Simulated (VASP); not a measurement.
ZrB: single point with PBE

The system is ZrB.

```xyz
2
Lattice="0.0000 2.4563 2.4563 2.4563 0.0000 2.4563 2.4563 2.4563 0.0000" Properties=species:S:1:pos:R:3 pbc="T T T"
Zr    2.4563    2.4563    2.4563
B     0.0000    0.0000    0.0000
```

```json
{
  "Program": "VASP 6.6.1",
  "Task": "single point",
  "Functional": "PBE",
  "Potentials or basis": "VASP PAW PBE potentials, release 64 (Zr_sv, B)",
  "Cutoff": "500 eV",
  "k mesh": "8 × 8 × 8",
  "Occupations": "gaussian, width 0.1 eV",
  "Spin": "no spin polarisation",
  "Dipole correction": "no",
  "Further INCAR settings": "ALGO = Normal; EDIFF = 1e-06; NBANDS = 14"
}
```

```
Pressure : -0.6 GPa
```

Levels at points of the mesh, in eV from the Fermi level:
```tsv
k point	band 6	band 7	band 8	band 9	band 10	band 11
(0.00, 0.00, 0.00)	1.71	1.71	1.71	3.09	3.09	3.39
(0.50, 0.00, 0.00)	-3.81	-1.17	-1.17	4.75	4.75	6.01
(0.50, 0.50, 0.00)	-0.83	-0.79	2.01	2.01	4.49	5.66
```

Wall time 13 s on 1 thread of Intel(R) Xeon(R) Platinum 8375C CPU @ 2.90GHz (Ice Lake), on a shared host, peak memory 0.16 GiB.
